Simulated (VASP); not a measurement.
Here is a VASP 6.6.1 calculation.

File POSCAR:

```
ZnAu
1.0
    3.1268646800      0.0000000000      0.0000000000
    0.0000000000      3.1268646800      0.0000000000
    0.0000000000      0.0000000000      3.1268646800
Zn Au
1 1
Direct
    0.5000000000      0.5000000000      0.5000000000
    0.0000000000      0.0000000000      0.0000000000
```

File INCAR.step1:

```
PREC = Accurate
ENCUT = 520
ISMEAR = -1
SIGMA = 0.1
LREAL = F
LASPH = T
NELM = 100
NBANDS = 18
GGA = PE
ALGO = Normal
EDIFF = 1E-4
LWAVE = T
LCHARG = F
```

Contents of INCAR.step2:

```
PREC = Accurate
ENCUT = 520
EDIFF = 1E-6
ISMEAR = -1
SIGMA = 0.1
LREAL = F
LASPH = T
NELM = 100
ALGO = Normal
ISIF = 2
LWAVE = F
LCHARG = F
METAGGA = R2SCAN
LMIXTAU = T
NBANDS = 18
ISTART = 1
```

The input KPOINTS:

```
regular mesh
0
Gamma
  11 11 11
```

Potentials or basis: VASP PAW PBE potentials, release 64 (Zn, Au).

Run with:

```bash
$ cat potpaw_PBE.64/Zn/POTCAR potpaw_PBE.64/Au/POTCAR > POTCAR
$ cp INCAR.step1 INCAR
$ mpirun -np 1 vasp_std > vasp.out
$ cp INCAR.step2 INCAR
$ mpirun -np 1 vasp_std > vasp.out
```

Question: Predict the pressure.

Answer: 3.3 GPa.

Question: Estimate the band gap on the k mesh.

Answer: Zero (an odd number of electrons rules out a gap without spin polarisation).

Caveat: the cell stands under pressure; the PAW data sets were made with another functional, which shifts forces and pressure a little; spin-orbit coupling is left out, which moves the levels of the heavy elements.
